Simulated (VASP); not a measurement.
Set up this calculation in VASP 6.6.1, as the native input.

```
Task                   : single point
Functional             : PBE
Dispersion             : D4
Potentials or basis    : VASP PAW PBE potentials, release 64 (Na_pv, F)
Cutoff                 : 520 eV
k mesh                 : 8 × 8 × 8
Occupations            : gaussian, width 0.05 eV
Spin                   : no spin polarisation
Dipole correction      : no
Further INCAR settings : ALGO = Normal; EDIFF = 1e-06; NBANDS = 14
```

The structure of NaF lies in POSCAR:

```
NaF
1.0
    0.0000000000      2.3234854853      2.3234854853
    2.3234854853      0.0000000000      2.3234854853
    2.3234854853      2.3234854853      0.0000000000
Na F
1 1
Direct
    0.0000000000      0.0000000000      0.0000000000
    0.5000000000      0.5000000000      0.5000000000
```

This cell differs from its parent crystal: volume scaled by 0.98.

These files were run (other wordings do the same):

INCAR

```
PREC = Accurate
ENCUT = 520
EDIFF = 1E-6
ISMEAR = 0
SIGMA = 0.05
LREAL = F
LASPH = T
NELM = 100
ALGO = Normal
ISIF = 2
LWAVE = F
LCHARG = F
GGA = PE
IVDW = 13
NBANDS = 14
```

KPOINTS

```
Automatic mesh
0
Gamma
  8 8 8
```

Potentials or basis: VASP PAW PBE potentials, release 64 (Na_pv, F).

Run with:

```sh
$ cat potpaw_PBE.64/Na_pv/POTCAR potpaw_PBE.64/F/POTCAR > POTCAR
$ mpirun -np 1 vasp_std > vasp.out
```

Results of the run:

```yaml
Pressure: 0.8 GPa
Band_gap_on_the_k_mesh: 6.25 eV, direct
Dispersion_energy_per_atom: -0.051 eV
```

Wall time 20 s on 1 thread of AMD EPYC 7R13, with other jobs on the host, peak memory 0.1 GiB.
